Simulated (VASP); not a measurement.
Set up this calculation in VASP 6.6.1, as the native input.

| Quantity | Value |
| --- | --- |
| Task | single point |
| Functional | LDA |
| Potentials or basis | VASP PAW LDA potentials, release 64 (Ru_pv, C) |
| Cutoff | 520 eV |
| k mesh | 10 × 6 × 1 |
| Occupations | gaussian, width 0.1 eV |
| Spin | no spin polarisation |
| Dipole correction | yes |
| Further INCAR settings | ALGO = Normal; EDIFF = 1e-07; NBANDS = 53 |

The structure of Ru6C lies in POSCAR:

```
Ru6C
1.0
    2.6740588497      0.0000000000      0.0000000000
    0.0000000000      4.2267609849      0.0000000000
    0.0000000000      0.0000000000     20.7512332531
Ru C
6 1
Direct
    0.0000000000      0.7500000000      0.1927596279
    0.5000000000      0.2500000000      0.2299590699
    0.5000000000      0.7500000000      0.3043579540
    0.0000000000      0.2500000000      0.3397181852
    0.0000000000      0.7500000000      0.4149217975
    0.5000000000      0.2500000000      0.4458160698
    0.6666666667      0.6500000000      0.4889090486
```

These files were run (other wordings do the same):

INCAR

```
SYSTEM = Ru6C
PREC = Accurate ; ENCUT = 520
EDIFF = 1E-7 ; ISMEAR = 0
SIGMA = 0.1 ; LREAL = .False.
LASPH = .True. ; NELM = 100
ALGO = Normal ; ISIF = 2
LWAVE = .False. ; LCHARG = .True.
LDIPOL = .True. ; IDIPOL = 3
DIPOL = 0.5 0.5 0.345 ; GGA = CA
LELF = .True. ; LVHAR = .True.
LVACPOTAV = .True. ; NBANDS = 53
```

KPOINTS

```
regular mesh
0
Gamma
  10 6 1
  0 0 0
```

Potentials or basis: VASP PAW LDA potentials, release 64 (Ru_pv, C).

Command:

```bash
$ cat potpaw_LDA.64/Ru_pv/POTCAR potpaw_LDA.64/C/POTCAR > POTCAR
$ mpirun -np 1 vasp_std > vasp.out
```

Results of the run:

The largest force is 1.948 eV/Å and the band gap on the k mesh is zero (bands 44 and 45 overlap by 1.48 eV).

Run time: 10 min on 1 thread of AMD EPYC 9R45 96-Core Processor (Zen 5) (shared host), peak memory 0.41 GiB.
